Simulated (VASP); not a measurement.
# Mg2C (I4/mmm) in VASP: settings compared, part 2 of 2

VASP 6.6.1. The steps go on from the part before.

### Step 5. Single point, HSE06 (biaxial xy strain -2.2%)

POSCAR reads:

```
Mg2C
1.0
    0.0000000000      2.6502174944      2.7109426088
    2.6502174944      0.0000000000      2.7109426088
    2.6502174944      2.6502174944      0.0000000000
C Mg
1 2
Direct
    0.0000000000      0.0000000000      0.0000000000
    0.2500000000      0.2500000000      0.2500000000
    0.7500000000      0.7500000000      0.7500000000
```

INCAR.step1 reads:

```
PREC = Accurate ; ENCUT = 520
EDIFF = 1E-5 ; ISMEAR = 0
SIGMA = 0.01 ; LREAL = False
LASPH = True ; NELM = 80
ALGO = Normal ; ISIF = 2
LWAVE = True ; GGA = PE
NBANDS = 11
```

INCAR.step2 reads:

```
PREC = Accurate ; ENCUT = 520
EDIFF = 1E-6 ; ISMEAR = 0
SIGMA = 0.01 ; LREAL = False
LASPH = True ; NELM = 80
ALGO = Normal ; ISIF = 2
LWAVE = False ; LCHARG = True
GGA = PE ; LHFCALC = True
HFSCREEN = 0.2079 ; PRECFOCK = Normal
LELF = True ; LVHAR = True
ISTART = 1 ; NBANDS = 11
```

KPOINTS reads:

```
regular mesh
0
Gamma
  6 6 6
```

Command:

```bash
$ cat potpaw_PBE.64/C/POTCAR potpaw_PBE.64/Mg/POTCAR > POTCAR
$ cp INCAR.step1 INCAR
$ mpirun -np 1 vasp_std > vasp.out
$ cp INCAR.step2 INCAR
$ mpirun -np 1 vasp_std > vasp.out
```

Run time: 42 min. Hardware: 1 thread of Intel Xeon Platinum 8259CL at 2.50GHz (Skylake/Cascade Lake), shared host; peak memory 0.29 GiB.

It converged, with:

| Quantity | Value |
| --- | --- |
| Free energy | -12.9233 eV |
| Pressure | 4.3 GPa |
| Band gap on the k mesh | 1.35 eV (least direct gap 2.60 eV) |

Stress tensor (GPa, compression positive):
```
 6.76  0.00  0.00
 0.00  6.76  0.00
 0.00  0.00 -0.56
```

Levels at points of the mesh, in eV from the valence-band top:
| k point | band 2 | band 3 | band 4 | band 5 | band 6 | band 7 |
| --- | --- | --- | --- | --- | --- | --- |
| (0.00, 0.00, 0.00) | -0.10 | 0.00 | 0.00 | 2.60 | 7.88 | 7.88 |
| (0.50, 0.00, 0.00) | -5.38 | -0.59 | -0.41 | 4.71 | 6.64 | 6.89 |
| (0.50, 0.50, 0.00) | -4.71 | -1.65 | -1.65 | 1.44 | 5.53 | 10.80 |
| (0.50, 0.00, 0.50) | -4.48 | -1.84 | -1.78 | 1.35 | 5.20 | 10.80 |

Caveat: the cell differs from its parent crystal (biaxial xy strain -2.2%); the stress differs along the axes, from -1 to 7 GPa; the structure was generated, so it needn't be the stable form of Mg2C; the PAW data sets were made with another functional, which shifts forces and pressure a little. A k mesh can miss the band edges.

### Step 6. Single point, HSE06 (epitaxial xy strain -0.6%)

POSCAR reads:

```
Mg2C
1.0
    0.0000000000      2.6960324244      2.7109450228
    2.6960324244      0.0000000000      2.7109450228
    2.6960324244      2.6960324244      0.0000000000
C Mg
1 2
Direct
    0.0000000000      0.0000000000      0.0000000000
    0.2500000000      0.2500000000      0.2500000000
    0.7500000000      0.7500000000      0.7500000000
```

INCAR.step1 reads:

```
SYSTEM = Mg2C
PREC     = Accurate       ! precision mode
ENCUT    = 520            ! plane-wave cutoff, eV
EDIFF    = 1E-5           ! SCF threshold, eV
ISMEAR   = 0              ! smearing method
SIGMA    = 0.01           ! smearing width, eV
LREAL    = .FALSE.        ! projectors in reciprocal space
LASPH    = .TRUE.         ! aspherical terms in the spheres
NELM     = 100            ! most SCF steps
ALGO     = Normal         ! electronic algorithm
ISIF     = 2              ! what is computed and relaxed
LWAVE    = .TRUE.         ! write WAVECAR
NBANDS   = 11             ! bands
GGA      = PE             ! functional
```

INCAR.step2 reads:

```
SYSTEM = Mg2C
PREC     = Accurate       ! precision mode
ENCUT    = 520            ! plane-wave cutoff, eV
EDIFF    = 1E-6           ! SCF threshold, eV
ISMEAR   = 0              ! smearing method
SIGMA    = 0.01           ! smearing width, eV
LREAL    = .FALSE.        ! projectors in reciprocal space
LASPH    = .TRUE.         ! aspherical terms in the spheres
NELM     = 100            ! most SCF steps
ALGO     = Normal         ! electronic algorithm
ISIF     = 2              ! what is computed and relaxed
LWAVE    = .FALSE.        ! write WAVECAR
LCHARG   = .TRUE.         ! write CHGCAR
GGA      = PE             ! functional
LHFCALC  = .TRUE.         ! exact exchange
HFSCREEN = 0.2079         ! screening, 1/A
PRECFOCK = Normal       
LELF     = .TRUE.         ! ELF
LVHAR    = .TRUE.       
NBANDS   = 11             ! bands
ISTART   = 1
```

KPOINTS reads:

```
Automatic mesh
0
G
  6 6 6
  0 0 0
```

Potentials or basis: VASP PAW PBE potentials, release 64 (C, Mg).

Command:

```bash
$ cat potpaw_PBE.64/C/POTCAR potpaw_PBE.64/Mg/POTCAR > POTCAR
$ cp INCAR.step1 INCAR
$ mpirun -np 1 vasp_std > vasp.out
$ cp INCAR.step2 INCAR
$ mpirun -np 1 vasp_std > vasp.out
```

Run time: 35 min. Hardware: 1 thread of Intel Xeon Platinum 8259CL at 2.50GHz (Skylake/Cascade Lake), shared host; peak memory 0.29 GiB.

It converged, with:

```yaml
Free_energy: -12.9553 eV
Pressure: 0.5 GPa
Band_gap_on_the_k_mesh: 1.38 eV (least direct gap 2.37 eV)
```

Stress tensor (GPa, compression positive):
```
 1.07  0.00  0.00
 0.00  1.07  0.00
 0.00  0.00 -0.62
```

Levels at points of the mesh, in eV from the valence-band top:
| k point | band 1 | band 2 | band 3 | band 4 | band 5 | band 6 | band 7 | band 8 |
| --- | --- | --- | --- | --- | --- | --- | --- | --- |
| (0.00, 0.00, 0.00) | -12.03 | -0.02 | 0.00 | 0.00 | 2.37 | 7.70 | 7.70 | 7.74 |
| (0.50, 0.00, 0.00) | -10.34 | -5.27 | -0.50 | -0.46 | 4.47 | 6.59 | 6.66 | 7.09 |
| (0.50, 0.50, 0.00) | -9.82 | -4.51 | -1.69 | -1.69 | 1.40 | 5.17 | 10.62 | 10.89 |
| (0.50, 0.00, 0.50) | -9.80 | -4.46 | -1.74 | -1.72 | 1.38 | 5.09 | 10.69 | 10.79 |

Caveat: the cell differs from its parent crystal (epitaxial xy strain -0.6%); the structure was generated, so it needn't be the stable form of Mg2C; the PAW data sets were made with another functional, which shifts forces and pressure a little. A k mesh can miss the band edges.

### Step 7. Overview

| level | cell | k mesh | smearing | grid for exact exchange (PRECFOCK) | share of exact exchange | screening parameter | gap on the mesh (eV) | pressure (GPa) |
| --- | --- | --- | --- | --- | --- | --- | --- | --- |
| PBE | a = 3.823, b = 3.823, c = 3.813 Å, angles 60.1, 60.1, 59.8°, 3 atoms | 8 × 8 × 8 | fermi-dirac 0.02 eV | - | - | - | 0.72 | 2.9 |
| r2SCAN | a = 3.823, b = 3.823, c = 3.813 Å, angles 60.1, 60.1, 59.8°, 3 atoms | 8 × 8 × 8 | gaussian 0.01 eV | - | - | - | 1.10 | 0.7 |
| r2SCAN | a = 3.844, b = 3.844, c = 3.834 Å, angles 60.1, 60.1, 59.8°, 3 atoms | 8 × 8 × 8 | gaussian 0.01 eV | - | - | - | 1.10 | -0.9 |
| HSE06 | a = 3.791, b = 3.791, c = 3.748 Å, angles 60.4, 60.4, 59.2°, 3 atoms | 6 × 6 × 6 | gaussian 0.01 eV | Normal | 0.25 | 0.2079 1/Å | 1.35 | 4.3 |
| HSE06 | a = 3.823, b = 3.823, c = 3.813 Å, angles 60.1, 60.1, 59.8°, 3 atoms | 6 × 6 × 6 | gaussian 0.01 eV | Normal | 0.25 | 0.2079 1/Å | 1.38 | 0.5 |

Alike in all rows: task single point; potentials or basis VASP PAW PBE potentials, release 64 (C, Mg); no spin polarisation; cutoff (eV) 520.

Caveats: the structure was generated, so it needn't be the stable form of Mg2C; the PAW data sets were made with another functional, which shifts forces and pressure a little (at least some runs); semilocal functionals underestimate gaps, and a narrow one can read as zero (at least some runs); the stress differs along the axes, from -1 to 7 GPa (at least some runs).

Total energies depend on the potentials used, so only differences within one code and one set of settings carry meaning.
